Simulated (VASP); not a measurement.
Here is a VASP 6.6.1 calculation.

The input INCAR:

```
SYSTEM = Hf2ZrC3
PREC = Accurate
ENCUT = 600
EDIFF = 1E-7
ISMEAR = 0
SIGMA = 0.2
LREAL = .False.
LASPH = .True.
NELM = 100
ALGO = Normal
ISIF = 3
LWAVE = .False.
LCHARG = .False.
GGA = PE
IBRION = 2
NSW = 36
EDIFFG = -0.08
```

Contents of KPOINTS:

```
Automatic mesh
0
Gamma
  4 4 3
  0 0 0
```

Contents of POSCAR:

```
Hf2ZrC3
1.0
    2.9162356200     -5.0510630900      0.0000000000
    2.9162356200      5.0510630900      0.0000000000
   -1.9440399300      0.0000000000      5.4989480300
Zr Hf C
2 4 6
Direct
    0.8333000000      0.1667000000      0.0000000000
    0.1667000000      0.8333000000      0.0000000000
    0.5000000000      0.5000000000      0.0000000000
    0.0000000000      0.0000000000      0.5000000000
    0.3333000000      0.6667000000      0.5000000000
    0.6667000000      0.3333000000      0.5000000000
    0.2500000000      0.2500000000      0.2500000000
    0.7500000000      0.7500000000      0.7500000000
    0.4167000000      0.0833000000      0.7500000000
    0.9167000000      0.5833000000      0.2500000000
    0.5833000000      0.9167000000      0.2500000000
    0.0833000000      0.4167000000      0.7500000000
```

Potentials or basis: VASP PAW PBE potentials, release 64 (Zr_sv, Hf_pv, C).

Launch:

```bash
$ cat potpaw_PBE.64/Zr_sv/POTCAR potpaw_PBE.64/Hf_pv/POTCAR potpaw_PBE.64/C/POTCAR > POTCAR
$ mpirun -np 1 vasp_std > vasp.out
```

Q: Predict the relaxed cell.

A: a = 5.715 Å, b = 5.715 Å, c = 5.711 Å, α = 99.63°, β = 99.63°, γ = 120.00°.

Q: Predict the space group after relaxing (to 0.05 Å).

A: C2/m (No. 12).

The path:
```tsv
step	energy change (eV)	largest force (eV/Å)	pressure (GPa)	volume (Å³)
1	0.0000	0.2959	-12.59	162.00
2	0.6936	0.0385	27.42	138.38
3	-0.4047	0.2236	-0.26	152.58
4	-0.4050	0.2213	0.09	152.35
5	-0.4049	0.2193	0.38	152.16
6	-0.4121	0.0378	0.32	152.21
```

Caveat: the k points lie up to 0.39 Å⁻¹ apart in the final cell; the relaxation stopped at a loose force limit of 0.08 eV/Å, so its end isn't a converged minimum.
